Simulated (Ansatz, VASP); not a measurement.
## TaN in VASP and in Ansatz

The input INCAR:

```
SYSTEM = TaN
PREC = Accurate
ENCUT = 520
EDIFF = 1E-7
ISMEAR = 0
SIGMA = 0.15
LREAL = .FALSE.
LASPH = .TRUE.
NELM = 80
ALGO = Normal
ISIF = 2
LWAVE = .FALSE.
LCHARG = .FALSE.
GGA = PE
NBANDS = 15
```

Contents of KPOINTS:

```
Automatic mesh
0
G
  24 24 24
  0 0 0
```

File POSCAR:

```
TaN
1.0
    0.0000000000      2.1423757347      2.2748938213
    2.1423757347      0.0000000000      2.2748938213
    2.1423757347      2.1423757347      0.0000000000
Ta N
1 1
Direct
    0.5000000000      0.5000000000      0.5000000000
    0.0000000000      0.0000000000      0.0000000000
```

Input for Ansatz:

```yaml
crystal:
  lattice:
    - [0.0, 2.1423757347, 2.2748938213]
    - [2.1423757347, 0.0, 2.2748938213]
    - [2.1423757347, 2.1423757347, 0.0]
  atoms:
    - { symbol: Ta, position: [0.5, 0.5, 0.5] }
    - { symbol: "N", position: [0.0, 0.0, 0.0] }
basis:
  ecutwfc: 420
kpoints:
  mp_grid: { grid: [24, 24, 24] }
hamiltonian:
  xc: pbe
scf:
  occupations: { method: gaussian, width: 0.15 }
output:
  forces: true
  stress: true
  eigenvalues: true
```

Change from the starting cell: strain -0.030 along x and y, +0.030 along z, atoms carried along.

Alike in both runs: task single point; functional PBE; k mesh 24 × 24 × 24; occupations gaussian, width 0.15 eV; no spin polarisation.

|  | VASP | Ansatz |
| --- | --- | --- |
| version | VASP 6.6.1 | Ansatz 0.2.0 |
| potentials or method | VASP PAW PBE potentials, release 64 (Ta_pv, N), cutoff 520 eV | scalar-relativistic, plane waves, PAW |
| valence electrons in the cell | 16 | 18 |

|  | VASP | Ansatz | Ansatz less VASP |
| --- | --- | --- | --- |
| gap on the k mesh at the Fermi level (eV) | none | none | - |
| pressure (GPa) | 15.2 | 14.3 | -0.94 |
| traceless stress, the component that is largest in VASP (GPa) | -21.05 | -20.87 | +0.175 |

A gap of «none» marks a metal or a gap that the smearing closes. With one functional, cell and mesh, what is left measures potentials, basis and numerics. VASP's potentials hold 16 valence electrons a cell and Ansatz's 18, so a difference there can come from the potentials and not from the codes.

Neither program's run includes spin-orbit coupling.
